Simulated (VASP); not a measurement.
**Be2HgN2: relaxation of cell and atoms with PBE**

Be2HgN2:

```xyz
5
Lattice="-1.7183 1.7183 4.5083 1.7183 -1.7183 4.5083 1.7183 1.7183 -4.5083" Properties=species:S:1:pos:R:3 pbc="T T T"
Be    1.7183    0.0000    2.2542
Be    0.0000    1.7183    2.2542
Hg    0.0000    0.0000    0.0000
N     0.0000    0.0000    5.6444
N     0.0000    0.0000    3.3722
```

```json
{
  "Program": "VASP 6.6.1",
  "Task": "relaxation of cell and atoms",
  "Functional": "PBE",
  "Potentials or basis": "VASP PAW PBE potentials, release 64 (Be, Hg, N)",
  "Cutoff": "600 eV",
  "k mesh": "8 × 8 × 8",
  "Occupations": "gaussian, width 0.1 eV",
  "Spin": "no spin polarisation",
  "Dipole correction": "no",
  "Further INCAR settings": "ALGO = Normal; EDIFF = 1e-06; IBRION = 2; EDIFFG = -0.04; NSW = 90; ISIF = 3"
}
```

| Property | Result |
| --- | --- |
| Relaxed volume | 10.07 Å³/atom |
| Relaxed cell | a = 5.754 Å, b = 5.754 Å, c = 5.754 Å, α = 149.02°, β = 149.02°, γ = 44.39° |
| Space group after relaxing (to 0.05 Å) | I4/mmm (No. 139) |
| Energy gained by relaxing | 680.8 meV/atom |
| Ionic steps | 16 |
| Pressure after relaxing | 0.0 GPa |
| Largest force after relaxing | 0.024 eV/Å |
| Band gap on the k mesh | zero (band 13 reaches 4.34 eV, above the bottom of band 14 at 4.12 eV) |

Forces on the atoms (eV/Å):
```
Be   0.000  0.000  0.000
Be   0.000  0.000  0.000
Hg   0.000  0.000  0.000
N    0.000  0.000 -0.024
N    0.000  0.000  0.024
```

Stress tensor (GPa, compression positive):
```
-0.08  0.00  0.00
 0.00 -0.08  0.00
 0.00  0.00  0.06
```

Step by step:
```
step  energy change (eV)  largest force (eV/Å)  pressure (GPa)  volume (Å³)
   1              0.0000                4.2593          -12.45        53.24
   2             -2.1845                2.7494           -0.77        47.07
   3             -2.6594                0.7361           14.61        43.88
   4             -3.2481                0.7287            6.98        47.54
   5             -3.2813                0.9792            6.45        48.55
   6             -3.2515                1.3305            7.14        50.54
   7             -3.2753                1.1969            6.64        49.58
   8             -3.3296                0.3721           -6.84        53.62
   9             -3.3725                0.2236           -2.01        51.96
  10             -3.3972                0.0973           -1.23        51.32
  11             -3.4018                0.0060           -0.71        50.93
  12             -3.4018                0.0001           -0.69        50.91
  13             -3.4027                0.0918            0.35        50.50
  14             -3.4027                0.0758            0.14        50.57
  15             -3.4036                0.0495            0.06        50.46
  16             -3.4040                0.0237           -0.03        50.34
```

Final structure:
```
Be Hg N
1.0
    -1.53690    1.53690    5.32775
     1.53690   -1.53690    5.32775
     1.53690    1.53690   -5.32775
Be Hg N
2 1 2
Direct
  0.25000 0.75000 0.50000
  0.75000 0.25000 0.50000
  0.00000 0.00000 0.00000
  0.67297 0.67297 0.00000
  0.32703 0.32703 0.00000
```

Levels at points of the mesh, in eV from the Fermi level:
```tsv
k point	band 9	band 10	band 11	band 12	band 13	band 14	band 15	band 16	band 17
(0.00, 0.00, 0.00)	-3.72	-3.72	-2.23	-0.44	-0.44	-0.13	5.13	9.33	9.71
(0.50, 0.00, 0.00)	-4.60	-2.07	-1.98	-1.87	-1.06	0.85	4.18	6.82	8.87
(0.50, 0.50, 0.00)	-4.19	-3.22	-2.41	-2.04	-1.97	1.49	4.09	4.85	5.37
(0.50, 0.50, 0.50)	-4.08	-4.08	-2.65	-0.16	-0.16	1.73	4.46	5.96	8.97
```

It took 14 min on 1 thread of Oxide Virtual Turin-like Processor, with other jobs on the host, peak memory 0.28 GiB.

Caveat: spin-orbit coupling is left out, which moves the levels of the heavy elements.
